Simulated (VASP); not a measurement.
A run of VASP 6.6.1:

File INCAR:

```
PREC = Accurate
ENCUT = 520
EDIFF = 1E-6
ISMEAR = 1
SIGMA = 0.05
LREAL = False
LASPH = True
NELM = 100
ALGO = Normal
ISIF = 2
LWAVE = False
LCHARG = True
GGA = PS
LELF = True
LVHAR = True
NBANDS = 12
```

KPOINTS

```
Automatic mesh
0
Gamma
  16 16 9
```

Contents of POSCAR:

```
Sb
1.0
    3.3740749094      0.0000000000      0.0000000000
   -1.6870374547      2.9220345858      0.0000000000
    0.0000000000      0.0000000000      5.2907742029
Sb
2
Direct
    0.3333333333      0.6666666667      0.2500000000
    0.6666666667      0.3333333333      0.7500000000
```

Potentials or basis: VASP PAW PBE potentials, release 64 (Sb).

The run is started by

```console
$ cat potpaw_PBE.64/Sb/POTCAR > POTCAR
$ mpirun -np 1 vasp_std > vasp.out
```

Hardware: 1 thread of Intel(R) Xeon(R) Platinum 8488C (Sapphire Rapids) (shared host).

Question: How long does it take, and how much memory?

Answer: It took 41 s on 1 thread of Intel(R) Xeon(R) Platinum 8488C (Sapphire Rapids), with other jobs on the host, peak memory 0.23 GiB. Counts: scf iterations 9, k points 150.
